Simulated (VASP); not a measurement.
Here is a VASP 6.6.1 calculation.

Contents of INCAR:

```
PREC = Accurate ; ENCUT = 520
EDIFF = 1E-6 ; ISMEAR = -1
SIGMA = 0.1 ; LREAL = F
LASPH = T ; NELM = 60
ALGO = Normal ; ISIF = 2
LWAVE = F ; LCHARG = F
GGA = CA ; NBANDS = 10
```

KPOINTS

```
regular mesh
0
Gamma
  18 18 18
```

Contents of POSCAR:

```
K
1.0
    0.0000000000      2.7694324873      2.7694324873
    2.7694324873      0.0000000000      2.7694324873
    2.7694324873      2.7694324873      0.0000000000
K
1
Direct
    0.0000000000      0.0000000000      0.0000000000
```

Potentials or basis: VASP PAW LDA potentials, release 64 (K_sv).

The run is started by

```bash
$ cat potpaw_LDA.64/K_sv/POTCAR > POTCAR
$ mpirun -np 1 vasp_std > vasp.out
```

**Question.** What does it give for the pressure?

**Answer.** 4.0 GPa.
